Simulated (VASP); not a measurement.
# Al2Cu (Immm) in VASP: further runs

Runs on Al2Cu. Level: r2SCAN. Tasks: single point.

Program: VASP 6.6.1. These are calculated values, not measurements. Logs are shortened: lines on timing, memory, paths and dates and some standing lists are left out, and cuts for length are marked.

## (1) The cell of the first run

It takes space group Immm (No. 71, orthorhombic). Conventional cell: a = 3.892 Å, b = 4.095 Å, c = 5.791 Å, α = 90.00°, β = 90.00°, γ = 90.00°. Within 3.2 Å of Al (site symmetry mm2) lie 4 Cu at 2.44 to 2.50 Å and 6 Al at 2.83 to 2.93 Å. Cu (site symmetry mmm) has 8 Al at 2.44 to 2.50 Å within 3.2 Å.

## (2) Single point, r2SCAN (uniaxial strain along a: -4.0 %)

File POSCAR:

```
Al2Cu
1.0
    2.7523905618      2.7523905618      0.0000000000
   -2.8957442369      2.8957442369      0.0000000000
    0.0000000000      0.0000000000      5.7914884739
Al Cu
4 2
Direct
    0.5000000000      0.0000000000      0.2471961999
    0.0000000000      0.5000000000      0.2528038001
    0.0000000000      0.5000000000      0.7471961999
    0.5000000000      0.0000000000      0.7528038001
    0.0000000000      0.0000000000      0.5000000000
    0.5000000000      0.5000000000      0.0000000000
```

File INCAR.step1:

```
PREC     = Accurate       # precision mode
ENCUT    = 520            # plane-wave cutoff, eV
ISMEAR   = 0              # smearing method
SIGMA    = 0.1            # smearing width, eV
LREAL    = F              # projectors in reciprocal space
LASPH    = T              # aspherical terms in the spheres
NELM     = 60             # most SCF steps
NBANDS   = 26             # bands
GGA      = PE             # functional
ALGO     = Normal         # electronic algorithm
EDIFF    = 1E-4           # SCF threshold, eV
LWAVE    = T              # write WAVECAR
LCHARG   = F              # write CHGCAR
```

File INCAR.step2:

```
PREC     = Accurate       # precision mode
ENCUT    = 520            # plane-wave cutoff, eV
EDIFF    = 1E-6           # SCF threshold, eV
ISMEAR   = 0              # smearing method
SIGMA    = 0.1            # smearing width, eV
LREAL    = F              # projectors in reciprocal space
LASPH    = T              # aspherical terms in the spheres
NELM     = 60             # most SCF steps
ALGO     = Normal         # electronic algorithm
ISIF     = 2              # what is computed and relaxed
LWAVE    = F              # write WAVECAR
LCHARG   = T              # write CHGCAR
METAGGA  = R2SCAN         # meta-GGA
LMIXTAU  = T            
LELF     = T              # ELF
LVHAR    = T            
NBANDS   = 26             # bands
ISTART   = 1
```

File KPOINTS:

```
regular mesh
0
Gamma
  10 10 6
```

Potentials or basis: VASP PAW PBE potentials, release 64 (Al, Cu).

Command:

```
$ cat potpaw_PBE.64/Al/POTCAR potpaw_PBE.64/Cu/POTCAR > POTCAR
$ cp INCAR.step1 INCAR
$ mpirun -np 1 vasp_std > vasp.out
$ cp INCAR.step2 INCAR
$ mpirun -np 1 vasp_std > vasp.out
```

OUTCAR:

```text
PREC = Accurate
   ENCUT = 520
   EDIFF = 1E-6
   ISMEAR = 0
   LREAL = F
   LASPH = T
   NELM = 60
   ISIF = 2
   METAGGA = R2SCAN
   ISTART = 1

 ion  position               nearest neighbor table
   1  0.500  0.000  0.247-   5 2.44   5 2.44   6 2.50   6 2.50   2 2.83   2 2.83   2 2.83   2 2.83
                             4 2.86   4 2.93
   2  0.000  0.500  0.253-   6 2.44   6 2.44   5 2.50   5 2.50   1 2.83   1 2.83   1 2.83   1 2.83
                             3 2.86   3 2.93
   3  0.000  0.500  0.747-   6 2.44   6 2.44   5 2.50   5 2.50   4 2.83   4 2.83   4 2.83   4 2.83
                             2 2.86   2 2.93
   4  0.500  0.000  0.753-   5 2.44   5 2.44   6 2.50   6 2.50   3 2.83   3 2.83   3 2.83   3 2.83
                             1 2.86   1 2.93
   5  0.000  0.000  0.500-   1 2.44   4 2.44   1 2.44   4 2.44   2 2.50   3 2.50   3 2.50   2 2.50

   6  0.500  0.500  0.000-   2 2.44   3 2.44   2 2.44   3 2.44   1 2.50   4 2.50   1 2.50   4 2.50

  LATTYP: Found a simple orthorhombic cell.
 ALAT       =     3.8924680614
 B/A-ratio  =     1.0520833333
 C/A-ratio  =     1.4878705188

  Lattice vectors:

 A1 = (   2.7523905618,   2.7523905618,   0.0000000000)
 A2 = (  -2.8957442369,   2.8957442369,   0.0000000000)
 A3 = (   0.0000000000,   0.0000000000,   5.7914884739)

Analysis of symmetry for initial positions (statically):
=====================================================================
 Subroutine PRICEL returns following result:

  LATTYP: Found a body centered orthorhombic cell.
 ALAT       =     3.8924680614
 B/A-ratio  =     1.0520833333
 C/A-ratio  =     1.4878705188

  Lattice vectors:

 A1 = (   0.0716768376,  -2.8240673994,  -2.8957442369)
 A2 = (  -0.0716768376,   2.8240673994,  -2.8957442370)
 A3 = (   2.8240673994,  -0.0716768376,   2.8957442369)

   2 primitive cells build up your supercell.

 Routine SETGRP: Setting up the symmetry group for a
 simple orthorhombic supercell.

 Subroutine GETGRP returns: Found  8 space group operations
 (whereof  8 operations were pure point group operations)
 out of a pool of  8 trial point group operations.

The static configuration has the point symmetry D_2h.

Analysis of symmetry for dynamics (positions and initial velocities):
=====================================================================
 Subroutine PRICEL returns following result:

  LATTYP: Found a body centered orthorhombic cell.
 ALAT       =     3.8924680614
 B/A-ratio  =     1.0520833333
 C/A-ratio  =     1.4878705188

  Lattice vectors:
[... 119 lines left out ...]
   NSW    =      0    number of steps for IOM
   IBRION =     -1    ionic relax: 0-MD 1-quasi-New 2-CG
   NFREE  =      0    steps in history (QN), initial steepest desc. (CG)
   ISIF   =      2    stress and relaxation
   ISYM   =      2    0-nonsym 1-usesym 2-fastsym
   POTIM  = 0.5000    time-step for ionic-motion
   TEBEG  =    0.0;   TEEND  =   0.0 temperature during run
   PSTRESS=    0.0 pullay stress
   NELECT =      34.0000    total number of electrons
   NUPDOWN=      -1.0000    fix difference up-down
   EMIN   =  10.00;   EMAX   =-10.00  energy-range for DOS
   EFERMI =   0.00;   METHOD = LEGACY
   ISMEAR =     0;   SIGMA  =   0.10  broadening in eV -4-tet -1-fermi 0-gaus
   EFERMI_NEDOS =   21; number of points for ismear=-14 and -15
   IALGO  =     38    algorithm
   IMIX   =      4    mixing-type and parameters
     AMIX     =   0.40;   BMIX     =  1.00
     AMIX_MAG =   1.60;   BMIX_MAG =  1.00
  volume/ion in A,a.u.               =      15.39       103.83
  Fermi-wavevector in a.u.,A,eV,Ry     =   1.173467  2.217532 18.735569  1.377025
  Thomas-Fermi vector in A             =   2.309880
   LORBIT       =      0    0 simple, 1 ext, 2 COOP (PROOUT), +10 PAW based schemes
   METAGGA = R2SCAN    functional components
   LHFCALC =     F    Hartree Fock is set to
   AEXX    =    0.0000 exact exchange contribution
   IVDW    =     0    specifies the selected vdW correction
   LEPSILON=     F    determine dielectric tensor
   LRPA    =     F    only Hartree local field effects (RPA)
 non-spin polarized calculation
 Gauss-broadening in eV      SIGMA  =   0.10
  energy-cutoff  :      520.00
  volume of cell :       92.32
 maximum number of plane-waves:      2514
 NGX is ok and might be reduce to    30
   NGX = 15   NGY = 15   NGZ = 21

 number of electron      33.9999972 magnetization

 Free energy of the ion-electron system (eV)
  ---------------------------------------------------
  ext. energy  EPLUGINS =         0.00000000
  ---------------------------------------------------
  free energy    TOTEN  =       -49.74919101 eV

  energy without entropy =      -49.74047684  energy(sigma->0) =      -49.74483393

 E-fermi :   7.3307     XC(G=0): -11.3219

 val. band max:        7.3092371212   @ k =   0.1000   0.1000   0.5000
 cond. band min:       7.3399017069   @ k =   0.3000   0.0000   0.5000
 fundamental gap:      0.0306645857
 Fermi energy:         7.3306588915

 k-point     1 :       0.0000    0.0000    0.0000
  band No.  band energies     occupation
      1      -3.6711      2.00000
      2       0.5488      2.00000
      3       0.9487      2.00000
      4       1.9172      2.00000
      5       2.4000      2.00000
      6       2.4321      2.00000
[... 685 lines left out ...]
     25      17.2086      0.00000
     26      17.2086      0.00000

 [... further k-points ...]

------------------------ aborting loop because EDIFF is reached ----------------------------------------

  FORCE on cell =-STRESS in cart. coord.  units (eV):
  Direction    XX          YY          ZZ          XY          YZ          ZX
  --------------------------------------------------------------------------------------
  -------------------------------------------------------------------------------------
  Total        1.8925233      1.8925233      0.3016488      2.5046537      0.0000000      0.0000000
  in kB       32.8444022     32.8444022      5.2350606     43.4678165      0.0000000      0.0000000
  external PRESSURE =      23.6412883 kB  Pullay stress =       0.0000000 kB

 VOLUME and BASIS-vectors are now :
 -----------------------------------------------------------------------------
  energy-cutoff  :      520.00
  volume of cell :       92.32
      direct lattice vectors                 reciprocal lattice vectors
     2.752390562  2.752390562  0.000000000     0.181660265  0.181660265  0.000000000
    -2.895744237  2.895744237  0.000000000    -0.172667183  0.172667183  0.000000000
     0.000000000  0.000000000  5.791488474     0.000000000  0.000000000  0.172667183

 POSITION                                       TOTAL-FORCE (eV/Angst)
 -----------------------------------------------------------------------------------
      1.37620      1.37620      1.43163         0.000000     -0.000000     -0.168581
     -1.44787      1.44787      1.46411         0.000000     -0.000000      0.168581
     -1.44787      1.44787      4.32738         0.000000     -0.000000     -0.168581
      1.37620      1.37620      4.35985         0.000000     -0.000000      0.168581
      0.00000      0.00000      2.89574        -0.000000      0.000000      0.000000
     -0.07168      2.82407      0.00000        -0.000000      0.000000      0.000000
 -----------------------------------------------------------------------------------
    total drift:                               -0.000000      0.000000     -0.000000

  FREE ENERGIE OF THE ION-ELECTRON SYSTEM (eV)
  ---------------------------------------------------
  free  energy   TOTEN  =       -49.7491910081 eV

  energy  without entropy=      -49.7404768436  energy(sigma->0) =      -49.74483393
```

OUTCAR.step1:

```text
PREC = Accurate
   ENCUT = 520
   ISMEAR = 0
   LREAL = F
[... 958 lines left out ...]
     -1.44787      1.44787      4.32738        -0.000000      0.000000     -0.185835
      1.37620      1.37620      4.35985        -0.000000      0.000000      0.185835
      0.00000      0.00000      2.89574        -0.000000      0.000000      0.000000
     -0.07168      2.82407      0.00000         0.000000     -0.000000      0.000000
 -----------------------------------------------------------------------------------
    total drift:                               -0.000000      0.000000     -0.000000

  FREE ENERGIE OF THE ION-ELECTRON SYSTEM (eV)
  ---------------------------------------------------
  free  energy   TOTEN  =       -23.3611554078 eV

  energy  without entropy=      -23.3525433462  energy(sigma->0) =      -23.35684938
```

OSZICAR.step1:

```text
N       E                     dE             d eps       ncg     rms          rms(c)
DAV:   1     0.194880814310E+03    0.19488E+03   -0.13767E+04  7488   0.145E+03
DAV:   2    -0.151743132536E+02   -0.21006E+03   -0.19645E+03  7520   0.285E+02
DAV:   3    -0.278305666142E+02   -0.12656E+02   -0.11980E+02  9782   0.915E+01
DAV:   4    -0.281902630875E+02   -0.35970E+00   -0.35783E+00 10912   0.133E+01
DAV:   5    -0.281996144300E+02   -0.93513E-02   -0.93493E-02 11078   0.201E+00    0.216E+01
DAV:   6    -0.323736783325E+02   -0.41741E+01   -0.95898E+01  8828   0.269E+02    0.174E+01
DAV:   7    -0.237036529460E+02    0.86700E+01   -0.26717E+01  9214   0.101E+02    0.356E+00
DAV:   8    -0.233926150676E+02    0.31104E+00   -0.25227E+00 11638   0.330E+01    0.178E+00
DAV:   9    -0.233615444033E+02    0.31071E-01   -0.23396E-01 11842   0.850E+00    0.377E-01
DAV:  10    -0.233646905867E+02   -0.31462E-02   -0.22069E-02 10314   0.404E+00    0.432E-01
DAV:  11    -0.233611464360E+02    0.35442E-02   -0.82694E-03  9804   0.264E+00    0.863E-02
DAV:  12    -0.233611554078E+02   -0.89718E-05   -0.79334E-04 11066   0.309E-01
   1 F= -.23361155E+02 E0= -.23356849E+02  d E =-.861206E-02
```

Wall time 12 min (1 thread of AMD EPYC 9R45 (Zen 5), shared host); peak memory 0.38 GiB.

Results:

| Property | Result |
| --- | --- |
| Free energy | -49.7492 eV |
| Pressure | 2.4 GPa |
| Largest force | 0.169 eV/Å |
| Band gap on the k mesh | zero (bands 17 and 18 overlap by 4.71 eV) |

Forces on the atoms (eV/Å):
```
Al   0.000  0.000 -0.169
Al   0.000  0.000  0.169
Al   0.000  0.000 -0.169
Al   0.000  0.000  0.169
Cu   0.000  0.000  0.000
Cu   0.000  0.000  0.000
```

Caveat: the cell differs from its parent crystal (uniaxial strain along a: -4.0 %); the PAW data sets were made with another functional, which shifts forces and pressure a little.

(Continued in part 2 of 2.)
